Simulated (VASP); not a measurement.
Runs of VASP 6.6.1 on Cd3Se. The structure is that of space group I4/mmm (No. 139), or close to it. The cells are those of the table. 

```tsv
task	level	cell	cutoff (eV)	gap on the mesh (eV)	pressure (GPa)
single point	PBEsol	a = 6.514 Å, angles 144.6, 144.6, 51.0°, 4 atoms	520	none	0.4
single point	PBEsol+D3(BJ)	a = 6.263 Å, angles 143.5, 143.5, 52.6°, 4 atoms	520	none	0.4
single point	PBEsol+D3(BJ)	a = 6.298 Å, angles 143.6, 143.6, 52.4°, 4 atoms	520	none	(a)
single point	PBEsol+D3(BJ)	a = 6.737 Å, angles 144.7, 144.7, 50.7°, 4 atoms	520	none	-5.7
relaxation of cell and atoms	PBEsol	relaxed from a = 6.737 Å, angles 144.7, 144.7, 50.7°, 4 atoms	600	none	0.0
```

Alike in all rows: potentials or basis VASP PAW PBE potentials, release 64 (Cd, Se); no spin polarisation; k mesh 9 × 9 × 9; smearing fermi-dirac 0.05 eV.

Fill in the values left out.

(a) -0.1.

Caveats: the PAW data sets were made with another functional, which shifts forces and pressure a little; three body term missing (at least some runs); the cell stands under tension (at least some runs).

A k mesh can miss the band edges, and the runs leave out spin-orbit coupling on Cd, Se.

A gap of «none» marks levels without a gap at the run's occupations.
